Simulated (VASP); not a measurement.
A run of VASP 6.6.1 is set up as follows.

INCAR

```
SYSTEM = Cr
ALGO = Fast
EDIFF = 1E-6
ENCUT = 520
GGA = PE
ISIF = 2
ISMEAR = 0
LASPH = .TRUE.
LCHARG = .TRUE.
LELF = .TRUE.
LREAL = .FALSE.
LVHAR = .TRUE.
LWAVE = .FALSE.
NBANDS = 19
NELM = 100
PREC = Accurate
SIGMA = 0.15
```

Contents of KPOINTS:

```
k-points
0
G
  22 22 12
  0 0 0
```

Contents of POSCAR:

```
Cr
1.0
    1.1470505050     -2.4670251200      0.0000000000
    1.1470505050      2.4670251200      0.0000000000
    0.0000000000      0.0000000000      4.0643107400
Cr
2
Direct
    0.1294674200      0.8705325800      0.7500000000
    0.8705325800      0.1294674200      0.2500000000
```

Potentials or basis: VASP PAW PBE potentials, release 64 (Cr_pv).

Command:

```bash
$ cat potpaw_PBE.64/Cr_pv/POTCAR > POTCAR
$ mpirun -np 1 vasp_std > vasp.out
```

Q: Estimate the pressure.

A: 7.3 GPa.

Q: What does it give for the band gap on the k mesh?

A: Zero (band 12 reaches 11.32 eV, above the bottom of band 13 at 10.60 eV).

Q: Estimate the largest force.

A: 0.162 eV/Å.

Stress tensor (GPa, compression positive):
```
 7.07  0.00  0.00
 0.00  4.13  0.00
 0.00  0.00 10.59
```

Caveat: the run has no spin polarisation, though such a crystal can be magnetic. Spin polarisation is off, so any magnetic state and its effect on volume and gap are missing.
